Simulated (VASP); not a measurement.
Input of a VASP 6.6.1 run:

INCAR

```
SYSTEM = PbO2
PREC = Accurate
ENCUT = 520
EDIFF = 1E-6
ISMEAR = -1
SIGMA = 0.05
LREAL = .FALSE.
LASPH = .TRUE.
NELM = 60
ALGO = Normal
ISIF = 2
LWAVE = .FALSE.
LCHARG = .FALSE.
GGA = PS
NBANDS = 20
```

KPOINTS

```
regular mesh
0
G
  9 9 9
  0 0 0
```

The input POSCAR:

```
PbO2
1.0
    0.0000000000      2.5434636431      2.5434636431
    2.5434636431      0.0000000000      2.5434636431
    2.5434636431      2.5434636431      0.0000000000
Pb O
1 2
Direct
    0.0000000000      0.0000000000      0.0000000000
    0.7500000000      0.7500000000      0.7500000000
    0.2500000000      0.2500000000      0.2500000000
```

Potentials or basis: VASP PAW PBE potentials, release 64 (Pb_d, O).

The run is started by

```bash
$ cat potpaw_PBE.64/Pb_d/POTCAR potpaw_PBE.64/O/POTCAR > POTCAR
$ mpirun -np 1 vasp_std > vasp.out
```

(1) What does it give for the band gap on the k mesh?

(2) What does it give for the pressure?

## Answers

(1) zero (bands 13 and 14 overlap by 1.22 eV).

(2) 30.6 GPa.

Caveat: the cell stands under pressure; the PAW data sets were made with another functional, which shifts forces and pressure a little; spin-orbit coupling is left out, which moves the levels of the heavy elements.
